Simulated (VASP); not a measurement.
Input of a VASP 6.6.1 run:

File INCAR:

```
SYSTEM = La
PREC = Accurate ; ENCUT = 520
EDIFF = 1E-6 ; ISMEAR = -1
SIGMA = 0.08 ; LREAL = .FALSE.
LASPH = .TRUE. ; NELM = 80
ALGO = Normal ; ISIF = 2
LWAVE = .FALSE. ; LCHARG = .FALSE.
GGA = PE ; NBANDS = 18
```

The input KPOINTS:

```
regular mesh
0
G
  13 13 7
  0 0 0
```

POSCAR

```
La
1.0
    3.6022918846      0.0000000000      0.0000000000
   -1.8011459423      3.1196762839      0.0000000000
    0.0000000000      0.0000000000      5.9015274157
La
2
Direct
    0.3333333333      0.6666666667      0.2500000000
    0.6666666667      0.3333333333      0.7500000000
```

Potentials or basis: VASP PAW PBE potentials, release 64 (La).

The run is started by

```bash
$ cat potpaw_PBE.64/La/POTCAR > POTCAR
$ mpirun -np 1 vasp_std > vasp.out
```

Q: Estimate the band gap on the k mesh.

A: Zero (bands 11 and 12 overlap by 1.48 eV).

Q: Estimate the pressure.

A: 3.9 GPa.

Caveat: the cell stands under pressure; spin-orbit coupling is left out, which moves the levels of the heavy elements.
